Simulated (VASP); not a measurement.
# MgH2 (P4_2/mnm) in VASP: notebook

Runs on MgH2. Level: PBEsol. Tasks: single point, relaxation of cell and atoms.

Program: VASP 6.6.1. These are calculated values, not measurements. Logs are shortened: lines on timing, memory, paths and dates and some standing lists are left out, and cuts for length are marked.

## (1) The cell of the first run

It takes space group P4_2/mnm (No. 136, tetragonal). Conventional cell: a = 4.477 Å, b = 4.477 Å, c = 3.008 Å, α = 90.00°, β = 90.00°, γ = 90.00°. Within 2.6 Å of Mg (site symmetry mmm) lie 6 H at 1.93 to 1.95 Å. Within 2.6 Å of H (site symmetry m2m) lie 3 Mg at 1.93 to 1.95 Å and 1 H at 2.48 Å.

## (2) Single point, PBEsol

INCAR

```
PREC = Accurate
ENCUT = 520
EDIFF = 1E-6
ISMEAR = 0
SIGMA = 0.02
LREAL = False
LASPH = True
NELM = 60
ALGO = Normal
ISIF = 2
LWAVE = False
LCHARG = False
GGA = PS
NBANDS = 13
```

KPOINTS

```
regular mesh
0
Gamma
  6 6 8
```

POSCAR

```
MgH2
1.0
    4.4769779561      0.0000000000      0.0000000000
    0.0000000000      4.4769779561      0.0000000000
    0.0000000000      0.0000000000      3.0075541901
Mg H
2 4
Direct
    0.0000000000      0.0000000000      0.0000000000
    0.5000000000      0.5000000000      0.5000000000
    0.3044938272      0.3044938272      0.0000000000
    0.1955061728      0.8044938272      0.5000000000
    0.6955061728      0.6955061728      0.0000000000
    0.8044938272      0.1955061728      0.5000000000
```

Potentials or basis: VASP PAW PBE potentials, release 64 (Mg, H).

The run is started by

```sh
cat potpaw_PBE.64/Mg/POTCAR potpaw_PBE.64/H/POTCAR > POTCAR
mpirun -np 1 vasp_std > vasp.out
```

OUTCAR:

```text
PREC = Accurate
   ENCUT = 520
   EDIFF = 1E-6
   ISMEAR = 0
   LREAL = False
   LASPH = True
   NELM = 60
   ISIF = 2
   GGA = PS

 ion  position               nearest neighbor table
   1  0.000  0.000  0.000-   3 1.93   5 1.93   4 1.95   6 1.95   4 1.95   6 1.95   2 3.50   2 3.50
                             2 3.50   2 3.50   2 3.50   2 3.50   2 3.50   2 3.50
   2  0.500  0.500  0.500-   4 1.93   6 1.93   5 1.95   3 1.95   3 1.95   5 1.95   1 3.50   1 3.50
                             1 3.50   1 3.50   1 3.50   1 3.50   1 3.50   1 3.50
   3  0.304  0.304  0.000-   1 1.93   2 1.95   2 1.95
   4  0.196  0.804  0.500-   2 1.93   1 1.95   1 1.95
   5  0.696  0.696  0.000-   1 1.93   2 1.95   2 1.95
   6  0.804  0.196  0.500-   2 1.93   1 1.95   1 1.95

  LATTYP: Found a simple tetragonal cell.
 ALAT       =     4.4769779561
 C/A-ratio  =     0.6717822200

  Lattice vectors:

 A1 = (   4.4769779561,   0.0000000000,   0.0000000000)
 A2 = (   0.0000000000,   4.4769779561,   0.0000000000)
 A3 = (   0.0000000000,   0.0000000000,   3.0075541901)

Analysis of symmetry for initial positions (statically):
=====================================================================
 Subroutine PRICEL returns:
 Original cell was already a primitive cell.

 Routine SETGRP: Setting up the symmetry group for a
 simple tetragonal supercell.

 Subroutine GETGRP returns: Found 16 space group operations
 (whereof  8 operations were pure point group operations)
 out of a pool of 16 trial point group operations.

The static configuration has the point symmetry D_2h.
 The point group associated with its full space group is D_4h.

Analysis of symmetry for dynamics (positions and initial velocities):
=====================================================================
 Subroutine PRICEL returns:
 Original cell was already a primitive cell.

 Routine SETGRP: Setting up the symmetry group for a
 simple tetragonal supercell.

 Subroutine GETGRP returns: Found 16 space group operations
 (whereof  8 operations were pure point group operations)
 out of a pool of 16 trial point group operations.

The dynamic configuration has the point symmetry D_2h.
 The point group associated with its full space group is D_4h.

 Subroutine INISYM returns: Found 16 space group operations
 (whereof  8 operations are pure point group operations),
 and found     1 'primitive' translations

----------------------------------------------------------------------------------------

                                     Primitive cell

  volume of cell :      60.2814

  direct lattice vectors                    reciprocal lattice vectors
     4.476977956  0.000000000  0.000000000     0.223364960  0.000000000  0.000000000
     0.000000000  4.476977956  0.000000000     0.000000000  0.223364960  0.000000000
     0.000000000  0.000000000  3.007554190     0.000000000  0.000000000  0.332496087

  length of vectors
     4.476977956  4.476977956  3.007554190     0.223364960  0.223364960  0.332496087

  position of ions in fractional coordinates (direct lattice)
     0.000000000  0.000000000  0.000000000
     0.500000000  0.500000000  0.500000000
     0.304493827  0.304493827  0.000000000
     0.195506173  0.804493827  0.500000000
     0.695506173  0.695506173  0.000000000
     0.804493827  0.195506173  0.500000000

  ion indices of the primitive-cell ions
   primitive index   ion index
                 1           1
                 2           2
                 3           3
                 4           4
                 5           5
                 6           6

----------------------------------------------------------------------------------------

 KPOINTS: regular mesh

Automatic generation of k-mesh.
 Grid dimensions read from file:
 generate k-points for:    6    6    8

 Generating k-lattice:

  Cartesian coordinates                     Fractional coordinates (reciprocal lattice)
     0.037227493  0.000000000  0.000000000     0.166666667  0.000000000  0.000000000
     0.000000000  0.037227493  0.000000000     0.000000000  0.166666667  0.000000000
     0.000000000  0.000000000  0.041562011     0.000000000  0.000000000  0.125000000

  Length of vectors
     0.037227493  0.037227493  0.041562011

  Shift w.r.t. Gamma in fractional coordinates (k-lattice)
     0.000000000  0.000000000  0.000000000

 Subroutine IBZKPT returns following result:
 ===========================================

 Found     50 irreducible k-points:

 Following reciprocal coordinates:
            Coordinates               Weight
  0.000000  0.000000  0.000000      1.000000
  0.166667  0.000000  0.000000      4.000000
  0.333333  0.000000  0.000000      4.000000
  0.500000  0.000000  0.000000      2.000000
  0.166667  0.166667  0.000000      4.000000
  0.333333  0.166667  0.000000      8.000000
[... 16 lines left out ...]
  0.333333  0.000000  0.250000      8.000000
  0.500000  0.000000  0.250000      4.000000
 [... further k-points ...]
   k-points           NKPTS =     50   k-points in BZ     NKDIM =     50   number of bands    NBANDS=     13
   number of dos      NEDOS =    301   number of ions     NIONS =      6
   total plane-waves  NPLWV =  31104
   dimension x,y,z NGX =    36 NGY =   36 NGZ =   24
   dimension x,y,z NGXF=    72 NGYF=   72 NGZF=   48
   ions per type =               2   4
   NGX,Y,Z   is equivalent  to a cutoff of  13.37, 13.37, 13.27 a.u.
   NGXF,Y,Z  is equivalent  to a cutoff of  26.74, 26.74, 26.53 a.u.
 SYSTEM =  unknown system
   PREC   = accura    normal or accurate (medium, high low for compatibility)
   ISTART =      0    job   : 0-new  1-cont  2-samecut
   ICHARG =      2    charge: 1-file 2-atom 10-const
   ISPIN  =      1    spin polarized calculation?
   LNONCOLLINEAR =      F non collinear calculations
   LSORBIT =      F    spin-orbit coupling
   LASPH  =      T    aspherical Exc in radial PAW
   ENCUT  =  520.0 eV  38.22 Ry    6.18 a.u.   8.32  8.32  5.59*2*pi/ulx,y,z
   NELM   =     60;   NELMIN=  2; NELMDL= -5     # of ELM steps
   EDIFF  = 0.1E-05   stopping-criterion for ELM
   LREAL  =      F    real-space projection
   EDIFFG = 0.1E-04   stopping-criterion for IOM
   NSW    =      0    number of steps for IOM
   IBRION =     -1    ionic relax: 0-MD 1-quasi-New 2-CG
   NFREE  =      0    steps in history (QN), initial steepest desc. (CG)
   ISIF   =      2    stress and relaxation
   ISYM   =      2    0-nonsym 1-usesym 2-fastsym
   POTIM  = 0.5000    time-step for ionic-motion
   TEBEG  =    0.0;   TEEND  =   0.0 temperature during run
   PSTRESS=    0.0 pullay stress
   NELECT =       8.0000    total number of electrons
   NUPDOWN=      -1.0000    fix difference up-down
   EMIN   =  10.00;   EMAX   =-10.00  energy-range for DOS
   EFERMI =   0.00;   METHOD = LEGACY
   ISMEAR =     0;   SIGMA  =   0.02  broadening in eV -4-tet -1-fermi 0-gaus
   EFERMI_NEDOS =   21; number of points for ismear=-14 and -15
   IALGO  =     38    algorithm
   IMIX   =      4    mixing-type and parameters
     AMIX     =   0.40;   BMIX     =  1.00
     AMIX_MAG =   1.60;   BMIX_MAG =  1.00
  volume/ion in A,a.u.               =      10.05        67.80
  Fermi-wavevector in a.u.,A,eV,Ry     =   0.835046  1.578008  9.487366  0.697302
  Thomas-Fermi vector in A             =   1.948539
   LORBIT       =      0    0 simple, 1 ext, 2 COOP (PROOUT), +10 PAW based schemes
   GGA     = PS    functional components
   LHFCALC =     F    Hartree Fock is set to
   AEXX    =    0.0000 exact exchange contribution
   IVDW    =     0    specifies the selected vdW correction
   LEPSILON=     F    determine dielectric tensor
   LRPA    =     F    only Hartree local field effects (RPA)
 non-spin polarized calculation
 Gauss-broadening in eV      SIGMA  =   0.02
  energy-cutoff  :      520.00
  volume of cell :       60.28
 maximum number of plane-waves:      1651
 NGX is ok and might be reduce to    36
   NGX = 17   NGY = 17   NGZ = 11

 number of electron       8.0000002 magnetization

 Free energy of the ion-electron system (eV)
  ---------------------------------------------------
  ext. energy  EPLUGINS =         0.00000000
  ---------------------------------------------------
  free energy    TOTEN  =       -17.74013783 eV

  energy without entropy =      -17.74013783  energy(sigma->0) =      -17.74013783

 E-fermi :  -0.3780     XC(G=0):  -8.6451

 val. band max:       -0.4664599328   @ k =   0.1667   0.1667   0.0000
 cond. band min:       3.1087313586   @ k =   0.3333   0.3333   0.5000
 fundamental gap:      3.5751912914
 Fermi energy:        -0.3779616420

 k-point     1 :       0.0000    0.0000    0.0000
  band No.  band energies     occupation
      1      -7.1285      2.00000
      2      -1.9801      2.00000
      3      -1.9801      2.00000
      4      -0.9276      2.00000
      5       3.9404      0.00000
      6       4.4962      0.00000
      7       8.6086      0.00000
      8       8.6086      0.00000
      9      10.3391      0.00000
     10      10.5869      0.00000
     11      11.5180      0.00000
     12      14.5051      0.00000
     13      14.5051      0.00000

 k-point     2 :       0.1667    0.0000    0.0000
  band No.  band energies     occupation
      1      -6.9401      2.00000
      2      -2.9045      2.00000
      3      -1.8526      2.00000
      4      -0.5651      2.00000
      5       4.1138      0.00000
      6       4.9366      0.00000
      7       7.3305      0.00000
      8       9.0804      0.00000
      9      10.7608      0.00000
     10      11.7851      0.00000
     11      12.0738      0.00000
     12      13.7890      0.00000
     13      14.6882      0.00000

 k-point     3 :       0.3333    0.0000    0.0000
  band No.  band energies     occupation
      1      -6.3810      2.00000
      2      -4.2685      2.00000
      3      -1.4940      2.00000
      4      -0.5757      2.00000
      5       4.1081      0.00000
      6       5.7980      0.00000
      7       6.9081      0.00000
      8      10.0478      0.00000
      9      11.2807      0.00000
     10      11.9761      0.00000
     11      12.5876      0.00000
     12      13.3121      0.00000
     13      13.6537      0.00000

 k-point     4 :       0.5000    0.0000    0.0000
  band No.  band energies     occupation
      1      -5.4732      2.00000
      2      -5.4732      2.00000
      3      -0.9963      2.00000
      4      -0.9963      2.00000
      5       4.6701      0.00000
      6       4.6701      0.00000
      7       9.4992      0.00000
      8       9.4992      0.00000
      9      11.2165      0.00000
     10      11.2165      0.00000
     11      12.1390      0.00000
     12      12.1390      0.00000
     13      15.4537      0.00000

 k-point     5 :       0.1667    0.1667    0.0000
  band No.  band energies     occupation
      1      -6.7533      2.00000
      2      -3.0025      2.00000
      3      -2.4249      2.00000
      4      -0.4665      2.00000
      5       4.6001      0.00000
      6       5.0347      0.00000
      7       7.5211      0.00000
      8       9.0003      0.00000
      9      10.9349      0.00000
     10      11.5466      0.00000
     11      13.3507      0.00000
     12      13.8187      0.00000
     13      14.0401      0.00000
[... 257 lines left out ...]
 k-point    22 :       0.1667    0.0000    0.2500
  band No.  band energies     occupation
      1      -6.0126      2.00000
      2      -2.2707      2.00000
      3      -1.2933      2.00000
      4      -0.8086      2.00000
      5       4.8484      0.00000
      6       5.4798      0.00000
      7       6.3364      0.00000
      8       7.1098      0.00000
      9       8.9920      0.00000
     10       9.3101      0.00000
     11      10.2235      0.00000
     12      11.1758      0.00000
     13      12.4501      0.00000

 k-point    23 :       0.3333    0.0000    0.2500
  band No.  band energies     occupation
      1      -5.4750      2.00000
      2      -3.4866      2.00000
      3      -1.0582      2.00000
      4      -0.6854      2.00000
      5       5.0386      0.00000
      6       5.8138      0.00000
      7       5.8463      0.00000
      8       7.2328      0.00000
      9       7.9270      0.00000
     10       9.9838      0.00000
     11      10.2298      0.00000
     12      12.5014      0.00000
     13      13.3770      0.00000

 k-point    24 :       0.5000    0.0000    0.2500
  band No.  band energies     occupation
      1      -4.6101      2.00000
      2      -4.6101      2.00000
      3      -0.8003      2.00000
      4      -0.8003      2.00000
      5       5.1310      0.00000
      6       5.1310      0.00000
      7       6.6709      0.00000
      8       6.6709      0.00000
      9       8.7326      0.00000
     10       8.7326      0.00000
     11      12.2712      0.00000
     12      12.2712      0.00000
     13      13.8076      0.00000

 [... further k-points ...]
[... 5 lines left out ...]
  --------------------------------------------------------------------------------------
  -------------------------------------------------------------------------------------
  Total       -0.0821677     -0.0821677     -0.0839030      0.0000000      0.0000000      0.0000000
  in kB       -2.1838786     -2.1838786     -2.2299993      0.0000000      0.0000000      0.0000000
  external PRESSURE =      -2.1992522 kB  Pullay stress =       0.0000000 kB

 VOLUME and BASIS-vectors are now :
 -----------------------------------------------------------------------------
  energy-cutoff  :      520.00
  volume of cell :       60.28
      direct lattice vectors                 reciprocal lattice vectors
     4.476977956  0.000000000  0.000000000     0.223364960  0.000000000  0.000000000
     0.000000000  4.476977956  0.000000000     0.000000000  0.223364960  0.000000000
     0.000000000  0.000000000  3.007554190     0.000000000  0.000000000  0.332496087

 POSITION                                       TOTAL-FORCE (eV/Angst)
 -----------------------------------------------------------------------------------
      0.00000      0.00000      0.00000        -0.000000      0.000000      0.000000
      2.23849      2.23849      1.50378        -0.000000      0.000000      0.000000
      1.36321      1.36321      0.00000         0.000143      0.000143      0.000000
      0.87528      3.60170      1.50378        -0.000143      0.000143      0.000000
      3.11377      3.11377      0.00000        -0.000143     -0.000143      0.000000
      3.60170      0.87528      1.50378         0.000143     -0.000143      0.000000
 -----------------------------------------------------------------------------------
    total drift:                                0.000000      0.000000     -0.000000

  FREE ENERGIE OF THE ION-ELECTRON SYSTEM (eV)
  ---------------------------------------------------
  free  energy   TOTEN  =       -17.7401378282 eV

  energy  without entropy=      -17.7401378282  energy(sigma->0) =      -17.74013783
```

Wall time 23 s (1 thread of Intel Xeon Platinum 8259CL at 2.50GHz (Skylake/Cascade Lake), shared host); peak memory 0.19 GiB.

Results:

| Quantity | Value |
| --- | --- |
| Free energy | -17.7401 eV |
| Pressure | -0.2 GPa |
| Band gap on the k mesh | 3.58 eV, indirect (least direct gap 4.40 eV) |

Caveat: the PAW data sets were made with another functional, which shifts forces and pressure a little.

## (3) Relaxation of cell and atoms, PBEsol

This run uses another cell than the first one, of 10.25 Å³/atom, 1.020 times its volume.

INCAR

```
ALGO = Normal
EDIFF = 1E-7
EDIFFG = -0.005
ENCUT = 600
GGA = PS
IBRION = 2
ISIF = 3
ISMEAR = 0
LASPH = T
LCHARG = F
LREAL = F
LWAVE = F
NELM = 80
NSW = 70
PREC = Accurate
SIGMA = 0.02
```

KPOINTS

```
k-points
0
Gamma
  6 6 8
```

POSCAR

```
MgH2
1.0
    4.5178551150      0.0000000000      0.0000000000
    0.0000000000      4.5178551150      0.0000000000
    0.0000000000      0.0000000000      3.0120664632
Mg H
2 4
Direct
    0.0000000000      0.0000000000      0.0000000000
    0.5000000000      0.5000000000      0.5000000000
    0.3044392695      0.3044392695      0.0000000000
    0.1955607305      0.8044392695      0.5000000000
    0.6955607305      0.6955607305      0.0000000000
    0.8044392695      0.1955607305      0.5000000000
```

Potentials or basis: VASP PAW PBE potentials, release 64 (Mg, H).

The run is started by

```sh
cat potpaw_PBE.64/Mg/POTCAR potpaw_PBE.64/H/POTCAR > POTCAR
mpirun -np 1 vasp_std > vasp.out
```

Wall time 71 s (1 thread of Intel Xeon Platinum 8259CL at 2.50GHz (Skylake/Cascade Lake), shared host); peak memory 0.19 GiB.

It converged, with:

```
Free energy                            : -17.7416 eV
Relaxed volume                         : 10.02 Å³/atom
Relaxed cell                           : a = 4.473 Å, b = 4.473 Å, c = 3.005 Å, α = 90.00°, β = 90.00°, γ = 90.00°
Space group after relaxing (to 0.05 Å) : P4_2/mnm (No. 136)
Energy gained by relaxing              : 0.8 meV/atom
Ionic steps                            : 8
Pressure after relaxing                : 0.0 GPa
Largest force after relaxing           : 0.004 eV/Å
Band gap on the k mesh                 : 3.58 eV, indirect (least direct gap 4.41 eV)
```

Forces in eV/Å, atoms in the order of the input:
```
Mg   0.000  0.000  0.000
Mg   0.000  0.000  0.000
H    0.003  0.003  0.000
H   -0.003  0.003  0.000
H   -0.003 -0.003  0.000
H    0.003 -0.003  0.000
```

Step by step:
| step | energy change (eV) | largest force (eV/Å) | pressure (GPa) | volume (Å³) |
| --- | --- | --- | --- | --- |
| 1 | 0.0000 | 0.0009 | -1.05 | 61.48 |
| 2 | -0.0031 | 0.0019 | -0.57 | 60.88 |
| 3 | -0.0044 | 0.0050 | 0.00 | 60.21 |
| 4 | -0.0044 | 0.0052 | 0.03 | 60.18 |
| 5 | -0.0046 | 0.0009 | 0.02 | 60.16 |
| 6 | -0.0048 | 0.0080 | 0.00 | 60.11 |
| 7 | -0.0048 | 0.0069 | 0.01 | 60.12 |
| 8 | -0.0048 | 0.0036 | 0.00 | 60.12 |

Final structure:
```
Mg H
1.0
     4.47267    0.00000    0.00000
     0.00000    4.47267    0.00000
     0.00000    0.00000    3.00536
Mg H
2 4
Direct
  0.00000 0.00000 0.00000
  0.50000 0.50000 0.50000
  0.30440 0.30440 0.00000
  0.19560 0.80440 0.50000
  0.69560 0.69560 0.00000
  0.80440 0.19560 0.50000
```

Levels at points of the mesh, in eV from the valence-band top:
| k point | band 2 | band 3 | band 4 | band 5 | band 6 | band 7 |
| --- | --- | --- | --- | --- | --- | --- |
| (0.00, 0.00, 0.00) | -1.52 | -1.52 | -0.46 | 4.40 | 4.97 | 9.09 |
| (0.50, 0.00, 0.00) | -5.02 | -0.53 | -0.53 | 5.14 | 5.14 | 9.98 |
| (0.50, 0.50, 0.00) | -3.89 | -2.90 | -2.90 | 9.03 | 9.03 | 9.14 |
| (0.00, 0.00, 0.50) | -3.19 | -0.10 | -0.10 | 6.24 | 6.24 | 6.58 |
| (0.50, 0.00, 0.50) | -2.40 | -1.18 | -1.18 | 5.01 | 5.01 | 6.66 |
| (0.50, 0.50, 0.50) | -1.97 | -1.03 | -1.03 | 3.67 | 3.67 | 3.87 |

Caveat: the PAW data sets were made with another functional, which shifts forces and pressure a little. A k mesh can miss the band edges.
